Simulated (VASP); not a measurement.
Crystal: Li2Cl3.

```
Li Cl
1.0
     1.86030    1.07404    8.62342
    -1.86030    1.07404    8.62342
     0.00000   -2.14809    8.62342
Li Cl
2 3
Direct
  0.40000 0.40000 0.40000
  0.60000 0.60000 0.60000
  0.00000 0.00000 0.00000
  0.20950 0.20950 0.20950
  0.79050 0.79050 0.79050
```

| Property | Result |
| --- | --- |
| Program | VASP 6.6.1 |
| Task | relaxation of cell and atoms |
| Functional | PBE |
| Potentials or basis | VASP PAW PBE potentials, release 64 (Li_sv, Cl) |
| Cutoff | 600 eV |
| k mesh | 6 × 6 × 6 |
| Occupations | gaussian, width 0.1 eV |
| Spin | no spin polarisation |

At the start: pressure -2.0 GPa; volume 20.68 Å³/atom.

Question: Where does the relaxation end?

Answer: Over 12 steps the energy falls by 58.5 meV/atom and the volume is 19.88 Å³/atom (-3.8 %); space group R-3m (No. 166, to 0.1 Å) before and after.

The path:
```
step  energy change (eV)  largest force (eV/Å)  pressure (GPa)  volume (Å³)
   1              0.0000                0.8074           -1.98       103.38
   2             -0.1010                0.6791           -1.27        99.61
   3             -0.1972                0.2051            2.18        88.88
   4             -0.2058                0.3332            1.15        91.33
   5             -0.2370                0.2368            0.71        92.98
   6             -0.2747                0.1139           -0.06        96.85
   7             -0.2811                0.0877           -0.35        98.80
   8             -0.2822                0.0797           -0.49        99.94
   9             -0.2887                0.0513            0.02        98.54
  10             -0.2890                0.0483            0.16        98.19
  11             -0.2907                0.0468            0.12        98.57
  12             -0.2923                0.0379            0.03        99.41
```

Final structure:
```
CELL_PARAMETERS angstrom
1.90238 1.09834 7.92957
-1.90238 1.09834 7.92957
0.00000 -2.19668 7.92957
ATOMIC_POSITIONS crystal
Li 0.39990 0.39990 0.39990
Li 0.60010 0.60010 0.60010
Cl 0.00000 0.00000 0.00000
Cl 0.22386 0.22386 0.22386
Cl 0.77614 0.77614 0.77614
```

Caveat: the cutoff is under 1.25 times the usual one of these potentials, so pressure, stress and relaxed cells hold a basis-set (Pulay) error; an odd number of electrons without spin polarisation forces a metal; a magnetic or distorted state may lie lower.
